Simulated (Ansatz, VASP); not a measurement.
**Two plane-wave programs on PtSe2**

Contents of INCAR:

```
SYSTEM = PtSe2
ALGO = Normal
EDIFF = 1E-6
ENCUT = 520
GGA = PE
ISIF = 2
ISMEAR = 0
LASPH = .TRUE.
LCHARG = .TRUE.
LELF = .TRUE.
LREAL = .FALSE.
LVHAR = .TRUE.
LWAVE = .FALSE.
NBANDS = 18
NELM = 80
PREC = Accurate
SIGMA = 0.15
```

The input KPOINTS:

```
k-points
0
G
  12 12 10
  0 0 0
```

POSCAR

```
PtSe2
1.0
    3.7240006046      0.0000000000      0.0000000000
   -1.8620003023      3.3218315011      0.0000000000
    0.0000000000      0.0000000000      5.0620000000
Pt Se
1 2
Direct
    0.0000000000      0.0000000000      0.0000000000
    0.3333333333      0.6666666667      0.2500000000
    0.6666666667      0.3333333333      0.7500000000
```

Input for Ansatz:

```yaml
crystal:
  lattice:
    - [3.7240006046, 0.0, 0.0]
    - [-1.8620003023, 3.3218315011, 0.0]
    - [0.0, 0.0, 5.062]
  atoms:
    - { symbol: Pt, position: [0.0, 0.0, 0.0] }
    - { symbol: Se, position: [0.3333333333, 0.6666666667, 0.25] }
    - { symbol: Se, position: [0.6666666667, 0.3333333333, 0.75] }
basis:
  ecutwfc: 420
kpoints:
  mp_grid: { grid: [12, 12, 10] }
hamiltonian:
  xc: pbe
scf:
  occupations: { method: gaussian, width: 0.15 }
output:
  forces: true
  stress: true
  eigenvalues: true
  write_density: true
  write_potential: true
  elf: true
  volumetric_format: npy
```

Change from the starting cell: strain +0.0300 x Voigt [0, 1, 0, 0, 0, 0], atoms carried along.

Alike in both runs: task single point; functional PBE; k mesh 12 × 12 × 10; occupations gaussian, width 0.15 eV; no spin polarisation.

```csv
,VASP,Ansatz
version,VASP 6.6.1,Ansatz 0.2.0
potentials or method,"VASP PAW PBE potentials, release 64 (Pt, Se), cutoff 520 eV","scalar-relativistic, plane waves, PAW"
valence electrons in the cell,22,50
```

|  | VASP | Ansatz | Ansatz less VASP |
| --- | --- | --- | --- |
| gap on the k mesh at the Fermi level (eV) | none | none | - |
| pressure (GPa) | 2.9 | 2.9 | +0.02 |
| traceless stress, the component that is largest in VASP (GPa) | -2.13 | -2.13 | -0.005 |
| rms of the force components (eV/Å) | 0.131 | 0.130 | -0.0017 |

Atom by atom the forces differ by 0.002 eV/Å (rms over components). A gap of «none» marks a metal or a gap that the smearing closes. VASP's potentials hold 22 valence electrons a cell and Ansatz's 50, so a difference there can come from the potentials and not from the codes.

Neither program's run includes spin-orbit coupling.
